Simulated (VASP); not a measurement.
Wanted: the native input for a VASP 6.6.1 run.

* Task: single point
* Functional: PBEsol
* Potentials or basis: VASP PAW PBE potentials, release 64 (Nb_sv)
* Cutoff: 520 eV
* k mesh: 20 × 20 × 20
* Occupations: gaussian, width 0.15 eV
* Spin: no spin polarisation
* Dipole correction: no
* Further INCAR settings: ALGO = Normal; EDIFF = 1e-06; NBANDS = 12

The structure of Nb lies in POSCAR:

```
Nb
1.0
    0.0000000000      1.9458000000      2.1150000000
    1.9458000000      0.0000000000      2.1150000000
    1.9458000000      1.9458000000      0.0000000000
Nb
1
Direct
    0.0000000000      0.0000000000      0.0000000000
```

This cell differs from its parent crystal: strain -0.080 along x and y, +0.000 along z.

The input as run:

INCAR

```
ALGO = Normal
EDIFF = 1E-6
ENCUT = 520
GGA = PS
ISIF = 2
ISMEAR = 0
LASPH = True
LCHARG = False
LREAL = False
LWAVE = False
NBANDS = 12
NELM = 80
PREC = Accurate
SIGMA = 0.15
```

KPOINTS

```
k-points
0
Gamma
  20 20 20
```

Potentials or basis: VASP PAW PBE potentials, release 64 (Nb_sv).

The run is started by

```bash
$ cat potpaw_PBE.64/Nb_sv/POTCAR > POTCAR
$ mpirun -np 1 vasp_std > vasp.out
```

Results of the run:

- Pressure: 25.5 GPa
- Band gap on the k mesh: zero (an odd number of electrons rules out a gap without spin polarisation)

Caveat: the cell differs from its parent crystal (strain -0.080 along x and y, +0.000 along z); the stress differs along the axes, from 18 to 40 GPa; the PAW data sets were made with another functional, which shifts forces and pressure a little.

It took 2.4 min on 1 thread of Intel Xeon 8259CL (shared host), peak memory 0.24 GiB.
